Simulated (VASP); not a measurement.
The system is SrRe.

```
CELL_PARAMETERS angstrom
3.85755 0.00000 0.00000
-1.92878 3.34074 0.00000
0.00000 0.00000 5.53077
ATOMIC_POSITIONS crystal
Sr 0.33333 0.66667 0.50000
Re 0.00000 0.00000 0.00000
```

| Property | Result |
| --- | --- |
| Program | VASP 6.6.1 |
| Task | relaxation of cell and atoms |
| Functional | PBE |
| Potentials or basis | VASP PAW PBE potentials, release 64 (Sr_sv, Re) |
| Cutoff | 600 eV |
| k mesh | 6 × 6 × 4 |
| Occupations | gaussian, width 0.1 eV |
| Spin | no spin polarisation |

At the start: pressure -12.0 GPa; volume 35.64 Å³/atom.

**Question.** How do energy, volume and symmetry change on relaxing?

**Answer.** Over 9 steps the energy falls by 961.6 meV/atom and the volume is 21.27 Å³/atom (-40.3 %); space group P-6m2 (No. 187, to 0.05 Å).

Step by step:
```
step  energy change (eV)  largest force (eV/Å)  pressure (GPa)  volume (Å³)
   1              0.0000                0.0000          -12.02        71.28
   2             -1.3948                0.0000           -1.10        47.11
   3             -1.3982                0.0000            0.08        46.32
   4             -1.8017                0.0000            5.01        41.36
   5             -1.8227                0.0000            7.65        40.00
   6             -1.8558                0.0000           -5.50        45.00
   7             -1.9232                0.0000           -0.41        42.67
   8             -1.9233                0.0000           -0.24        42.60
   9             -1.9232                0.0000           -0.10        42.55
```

Final structure:
```
Sr Re
1.0
     2.99794    0.00000    0.00000
    -1.49897    2.59629    0.00000
     0.00000    0.00000    5.46657
Sr Re
1 1
Cartesian
  0.0000 1.7309 2.7333
  0.0000 0.0000 5.4666
```

Caveat: the volume moved by over 15 % at a fixed basis, so the end points are rough.
